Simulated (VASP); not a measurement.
# BN (Cmm2) in VASP: notebook

Runs on BN. Level: PBE. Tasks: single point.

Everything below comes from runs of VASP 6.6.1. Logs are shortened: lines on timing, memory, paths and dates and some standing lists are left out, and cuts for length are marked.

### Step 1. The cell of the first run

It takes space group Cmm2 (No. 35, orthorhombic). Conventional cell: a = 5.128 Å, b = 5.128 Å, c = 3.626 Å, α = 90.00°, β = 90.00°, γ = 90.00°. B (site symmetry m) has 4 N at 1.57 to 1.69 Å within 2.1 Å. Within 2.0 Å of B (site symmetry m) lie 4 N at 1.46 to 1.57 Å. Within 2.0 Å of N (site symmetry mm2) lie 4 B at 1.46 to 1.69 Å. Within 2.1 Å of N (site symmetry mm2) lie 4 B at 1.57 Å. N (site symmetry 2) has 4 B at 1.57 Å within 2.1 Å.

### Step 2. Single point, PBE (atom 5 (N) moved -0.200 Å along Cartesian [0 0 1])

Input file INCAR:

```
  ALGO = Normal
  EDIFF = 1E-6
  ENCUT = 520
  GGA = PE
  ISIF = 2
  ISMEAR = 0
  LASPH = T
  LCHARG = F
  LREAL = F
  LWAVE = F
  NBANDS = 26
  NELM = 60
  PREC = Accurate
  SIGMA = 0.05
```

Input file KPOINTS:

```
k-points
0
Gamma
  6 6 6
```

Input file POSCAR:

```
BN
1.0
    3.6260020000      0.0000000000      0.0000000000
    0.0000000000     -3.6260020000      0.0000000000
    0.0000000000      0.0000000000     -3.6260020000
B N
4 4
Direct
    0.0000000000      0.5000000000      0.5000000000
    0.5000000000      0.0000000000      0.5000000000
    0.5000000000      0.5000000000      0.0000000000
    0.0000000000      0.0000000000      0.0000000000
    0.7500000000      0.7500000000      0.8051571676
    0.2500000000      0.2500000000      0.7500000000
    0.2500000000      0.7500000000      0.2500000000
    0.7500000000      0.2500000000      0.2500000000
```

Potentials or basis: VASP PAW PBE potentials, release 64 (B, N).

The run is started by

```
cat potpaw_PBE.64/B/POTCAR potpaw_PBE.64/N/POTCAR > POTCAR
mpirun -np 1 vasp_std > vasp.out
```

OUTCAR:

```text
EDIFF = 1E-6
   ENCUT = 520
   GGA = PE
   ISIF = 2
   ISMEAR = 0
   LASPH = T
   LREAL = F
   NELM = 60
   PREC = Accurate

 ion  position               nearest neighbor table
   1  0.000  0.500  0.500-   6 1.57   7 1.57   8 1.57   5 1.69
   2  0.500  0.000  0.500-   6 1.57   7 1.57   8 1.57   5 1.69
   3  0.500  0.500  0.000-   5 1.46   6 1.57   7 1.57   8 1.57
   4  0.000  0.000  0.000-   5 1.46   6 1.57   7 1.57   8 1.57
   5  0.750  0.750  0.805-   3 1.46   4 1.46   1 1.69   2 1.69
   6  0.250  0.250  0.750-   1 1.57   2 1.57   3 1.57   4 1.57
   7  0.250  0.750  0.250-   1 1.57   2 1.57   3 1.57   4 1.57
   8  0.750  0.250  0.250-   1 1.57   2 1.57   3 1.57   4 1.57

  LATTYP: Found a simple cubic cell.
 ALAT       =     3.6260020000

  Lattice vectors:

 A1 = (   3.6260020000,   0.0000000000,   0.0000000000)
 A2 = (   0.0000000000,  -3.6260020000,   0.0000000000)
 A3 = (   0.0000000000,   0.0000000000,  -3.6260020000)

Analysis of symmetry for initial positions (statically):
=====================================================================
 Subroutine PRICEL returns:
 Original cell was already a primitive cell.

 Routine SETGRP: Setting up the symmetry group for a
 simple cubic supercell.

 Subroutine GETGRP returns: Found  4 space group operations
 (whereof  2 operations were pure point group operations)
 out of a pool of 48 trial point group operations.

The static configuration has the point symmetry C_1h.
 The point group associated with its full space group is C_2v.

Analysis of symmetry for dynamics (positions and initial velocities):
=====================================================================
 Subroutine PRICEL returns:
 Original cell was already a primitive cell.

 Routine SETGRP: Setting up the symmetry group for a
 simple cubic supercell.

 Subroutine GETGRP returns: Found  4 space group operations
 (whereof  2 operations were pure point group operations)
 out of a pool of 48 trial point group operations.

The dynamic configuration has the point symmetry C_1h.
 The point group associated with its full space group is C_2v.

 Subroutine INISYM returns: Found  4 space group operations
 (whereof  2 operations are pure point group operations),
 and found     1 'primitive' translations

----------------------------------------------------------------------------------------
[... 104 lines left out ...]
   NELM   =     60;   NELMIN=  2; NELMDL= -5     # of ELM steps
   EDIFF  = 0.1E-05   stopping-criterion for ELM
   LREAL  =      F    real-space projection
   EDIFFG = 0.1E-04   stopping-criterion for IOM
   NSW    =      0    number of steps for IOM
   IBRION =     -1    ionic relax: 0-MD 1-quasi-New 2-CG
   NFREE  =      0    steps in history (QN), initial steepest desc. (CG)
   ISIF   =      2    stress and relaxation
   ISYM   =      2    0-nonsym 1-usesym 2-fastsym
   POTIM  = 0.5000    time-step for ionic-motion
   TEBEG  =    0.0;   TEEND  =   0.0 temperature during run
   PSTRESS=    0.0 pullay stress
   NELECT =      32.0000    total number of electrons
   NUPDOWN=      -1.0000    fix difference up-down
   EMIN   =  10.00;   EMAX   =-10.00  energy-range for DOS
   EFERMI =   0.00;   METHOD = LEGACY
   ISMEAR =     0;   SIGMA  =   0.05  broadening in eV -4-tet -1-fermi 0-gaus
   EFERMI_NEDOS =   21; number of points for ismear=-14 and -15
   IALGO  =     38    algorithm
   IMIX   =      4    mixing-type and parameters
     AMIX     =   0.40;   BMIX     =  1.00
     AMIX_MAG =   1.60;   BMIX_MAG =  1.00
  volume/ion in A,a.u.               =       5.96        40.22
  Fermi-wavevector in a.u.,A,eV,Ry     =   1.433387  2.708709 27.954506  2.054598
  Thomas-Fermi vector in A             =   2.552911
   LORBIT       =      0    0 simple, 1 ext, 2 COOP (PROOUT), +10 PAW based schemes
   GGA     = PE    functional components
   LHFCALC =     F    Hartree Fock is set to
   AEXX    =    0.0000 exact exchange contribution
   IVDW    =     0    specifies the selected vdW correction
   LEPSILON=     F    determine dielectric tensor
   LRPA    =     F    only Hartree local field effects (RPA)
 non-spin polarized calculation
 Gauss-broadening in eV      SIGMA  =   0.05
  energy-cutoff  :      520.00
  volume of cell :       47.67
 maximum number of plane-waves:      1328
   NGX = 13   NGY = 13   NGZ = 13

 number of electron      31.9999995 magnetization

 Free energy of the ion-electron system (eV)
  ---------------------------------------------------
  ext. energy  EPLUGINS =         0.00000000
  ---------------------------------------------------
  free energy    TOTEN  =       -69.11486189 eV

  energy without entropy =      -69.11486189  energy(sigma->0) =      -69.11486189

 E-fermi :   8.0160     XC(G=0): -12.7775

 val. band max:        7.7186426174   @ k =   0.0000   0.0000   0.0000
 cond. band min:      11.5960631286   @ k =   0.0000   0.0000   0.0000
 fundamental gap:      3.8774205112
 Fermi energy:         8.0159704989

 k-point     1 :       0.0000    0.0000    0.0000
  band No.  band energies     occupation
      1     -12.8704      2.00000
      2      -7.4389      2.00000
      3      -7.3152      2.00000
      4      -7.2527      2.00000
      5      -1.8043      2.00000
      6      -1.4596      2.00000
[... 685 lines left out ...]
     25      19.6264      0.00000
     26      20.0612      0.00000

 [... further k-points ...]
[... 5 lines left out ...]
  --------------------------------------------------------------------------------------
  -------------------------------------------------------------------------------------
  Total        1.3412755      1.3412755      0.3053505     -0.4530693     -0.0000000      0.0000000
  in kB       45.0759056     45.0759056     10.2618352    -15.2261854     -0.0000000      0.0000000
  external PRESSURE =      33.4712154 kB  Pullay stress =       0.0000000 kB

 VOLUME and BASIS-vectors are now :
 -----------------------------------------------------------------------------
  energy-cutoff  :      520.00
  volume of cell :       47.67
      direct lattice vectors                 reciprocal lattice vectors
     3.626002000  0.000000000  0.000000000     0.275785838  0.000000000  0.000000000
     0.000000000 -3.626002000  0.000000000     0.000000000 -0.275785838  0.000000000
     0.000000000  0.000000000 -3.626002000     0.000000000  0.000000000 -0.275785838

 POSITION                                       TOTAL-FORCE (eV/Angst)
 -----------------------------------------------------------------------------------
      0.00000     -1.81300     -1.81300        -0.086248     -0.086248     -0.834597
      1.81300      0.00000     -1.81300         0.086248      0.086248     -0.834597
      1.81300     -1.81300      0.00000        -0.645694      0.645694     -1.407341
      0.00000      0.00000      0.00000         0.645694     -0.645694     -1.407341
      2.71950     -2.71950     -2.91950         0.000000     -0.000000      6.778095
      0.90650     -0.90650     -2.71950         0.000000      0.000000      0.473716
      0.90650     -2.71950     -0.90650         0.000000      0.000000     -1.383967
      2.71950     -0.90650     -0.90650         0.000000     -0.000000     -1.383967
 -----------------------------------------------------------------------------------
    total drift:                                0.000000     -0.000000     -0.000108

  FREE ENERGIE OF THE ION-ELECTRON SYSTEM (eV)
  ---------------------------------------------------
  free  energy   TOTEN  =       -69.1148618904 eV

  energy  without entropy=      -69.1148618904  energy(sigma->0) =      -69.11486189
```

OSZICAR:

```text
N       E                     dE             d eps       ncg     rms          rms(c)
DAV:   1     0.108206132795E+03    0.10821E+03   -0.17231E+04  2704   0.122E+03
DAV:   2    -0.667770455267E+02   -0.17498E+03   -0.16586E+03  3582   0.280E+02
DAV:   3    -0.730572493543E+02   -0.62802E+01   -0.62480E+01  3662   0.496E+01
DAV:   4    -0.730962987069E+02   -0.39049E-01   -0.39012E-01  3402   0.421E+00
DAV:   5    -0.730966880821E+02   -0.38938E-03   -0.38921E-03  3566   0.399E-01    0.135E+01
DAV:   6    -0.694319388164E+02    0.36647E+01   -0.84244E+00  3362   0.173E+01    0.638E+00
DAV:   7    -0.691761787444E+02    0.25576E+00   -0.60103E-01  3478   0.489E+00    0.394E+00
DAV:   8    -0.691166166469E+02    0.59562E-01   -0.14263E-01  3086   0.241E+00    0.358E-01
DAV:   9    -0.691143514646E+02    0.22652E-02   -0.66742E-03  3546   0.605E-01    0.193E-01
DAV:  10    -0.691148507505E+02   -0.49929E-03   -0.10587E-03  3224   0.210E-01    0.459E-02
DAV:  11    -0.691148535941E+02   -0.28436E-05   -0.11564E-04  3566   0.696E-02    0.151E-02
DAV:  12    -0.691148604976E+02   -0.69035E-05   -0.95632E-06  3374   0.241E-02    0.735E-03
DAV:  13    -0.691148618133E+02   -0.13157E-05   -0.13365E-06  2456   0.875E-03    0.208E-03
DAV:  14    -0.691148618904E+02   -0.77187E-07   -0.99186E-08  1832   0.254E-03
   1 F= -.69114862E+02 E0= -.69114862E+02  d E =-.573609E-19
```

stdout:

```text
POSCAR found type information on POSCAR B N
 POSCAR found :  2 types and       8 ions
 scaLAPACK will be used
 LDA part: xc-table for (Slater+PW92), standard interpolation
 POSCAR, INCAR and KPOINTS ok, starting setup
 FFT: planning ... GRIDC
 FFT: planning ... GRID_SOFT
 FFT: planning ... GRID
 WAVECAR not read
 entering main loop
```

Wall time 46 s (1 thread of Intel Xeon Platinum 8259CL at 2.50GHz (Skylake/Cascade Lake), shared host); peak memory 0.17 GiB.

Results:

- Free energy: -69.1149 eV
- Pressure: 3.3 GPa
- Largest force: 6.778 eV/Å
- Band gap on the k mesh: 3.88 eV

Forces on the atoms (eV/Å):
```
B   -0.086 -0.086 -0.835
B    0.086  0.086 -0.835
B   -0.646  0.646 -1.407
B    0.646 -0.646 -1.407
N    0.000  0.000  6.778
N    0.000  0.000  0.474
N    0.000  0.000 -1.384
N    0.000  0.000 -1.384
```

Levels at points of the mesh, in eV from the valence-band top:
| k point | band 13 | band 14 | band 15 | band 16 | band 17 | band 18 | band 19 | band 20 |
| --- | --- | --- | --- | --- | --- | --- | --- | --- |
| (0.00, 0.00, 0.00) | -4.92 | -0.87 | -0.47 | 0.00 | 3.88 | 4.03 | 4.14 | 7.61 |
| (0.50, 0.00, 0.00) | -3.43 | -3.40 | -3.22 | -3.01 | 6.09 | 6.22 | 8.65 | 8.89 |
| (0.00, 0.00, 0.50) | -4.11 | -3.61 | -3.26 | -2.71 | 6.23 | 6.41 | 8.81 | 9.15 |
| (0.50, 0.50, 0.00) | -3.19 | -2.52 | -2.50 | -1.84 | 8.69 | 8.89 | 9.11 | 9.55 |
| (0.00, 0.50, 0.50) | -2.81 | -2.52 | -2.31 | -2.02 | 8.25 | 8.40 | 9.44 | 9.48 |
| (0.50, 0.50, 0.50) | -2.36 | -2.35 | -1.96 | -1.45 | 8.39 | 8.56 | 9.44 | 9.58 |

Caveat: the cell differs from its parent crystal (atom 5 (N) moved -0.200 Å along Cartesian [0 0 1]); forces of over 1 eV/Å act on the atoms, so gaps and moduli don't describe the material at rest. A k mesh can miss the band edges.

### Step 3. Single point, PBE (atom 5 (N) moved +0.150 Å along Cartesian [0 0 1])

Input file INCAR:

```
ALGO     = Normal         # electronic algorithm
EDIFF    = 1E-6           # SCF threshold, eV
ENCUT    = 520            # plane-wave cutoff, eV
GGA      = PE             # functional
ISIF     = 2              # what is computed and relaxed
ISMEAR   = 0              # smearing method
LASPH    = T              # aspherical terms in the spheres
LCHARG   = F              # write CHGCAR
LREAL    = F              # projectors in reciprocal space
LWAVE    = F              # write WAVECAR
NBANDS   = 26             # bands
NELM     = 80             # most SCF steps
PREC     = Accurate       # precision mode
SIGMA    = 0.05           # smearing width, eV
```

KPOINTS is that of step 2.

POSCAR, as its differences from that of step 2:

```diff
@@ -12,3 +12,3 @@
     0.0000000000      0.0000000000      0.0000000000
-    0.7500000000      0.7500000000      0.8051571676
+    0.7500000000      0.7500000000      0.7086321243
     0.2500000000      0.2500000000      0.7500000000
```

Potentials or basis: VASP PAW PBE potentials, release 64 (B, N).

The run is started by

```
cat potpaw_PBE.64/B/POTCAR potpaw_PBE.64/N/POTCAR > POTCAR
mpirun -np 1 vasp_std > vasp.out
```

Wall time 45 s (1 thread of Intel Xeon Platinum 8259CL at 2.50GHz (Skylake/Cascade Lake), shared host); peak memory 0.18 GiB.

Results (log left out):

```
Free energy            : -69.4136 eV
Pressure               : 1.8 GPa
Largest force          : 5.159 eV/Å
Band gap on the k mesh : 4.04 eV
```

Forces on the atoms (eV/Å):
```
B    0.427  0.427  1.028
B   -0.427 -0.427  1.028
B    0.109 -0.109  0.696
B   -0.109  0.109  0.696
N    0.000  0.000 -5.159
N    0.000  0.000 -0.360
N    0.000  0.000  1.036
N    0.000  0.000  1.036
```

Stress tensor (GPa, compression positive):
```
2.47 0.97 0.00
0.97 2.47 0.00
0.00 0.00 0.53
```

Levels at points of the mesh, in eV from the valence-band top:
```csv
k point,band 14,band 15,band 16,band 17,band 18,band 19
"(0.00, 0.00, 0.00)",-0.66,-0.35,0.00,4.04,4.13,4.19
"(0.50, 0.00, 0.00)",-3.30,-3.20,-3.07,6.30,6.37,8.96
"(0.00, 0.00, 0.50)",-3.45,-3.20,-2.78,6.36,6.49,9.05
"(0.50, 0.50, 0.00)",-2.41,-2.40,-1.90,8.98,9.15,9.28
"(0.00, 0.50, 0.50)",-2.41,-2.29,-2.06,8.66,8.80,9.52
"(0.50, 0.50, 0.50)",-2.25,-1.98,-1.56,8.92,9.04,9.60
```

Caveat: the cell differs from its parent crystal (atom 5 (N) moved +0.150 Å along Cartesian [0 0 1]); forces of over 1 eV/Å act on the atoms, so gaps and moduli don't describe the material at rest. A k mesh can miss the band edges.

(Part 1 of 2 ends here.)
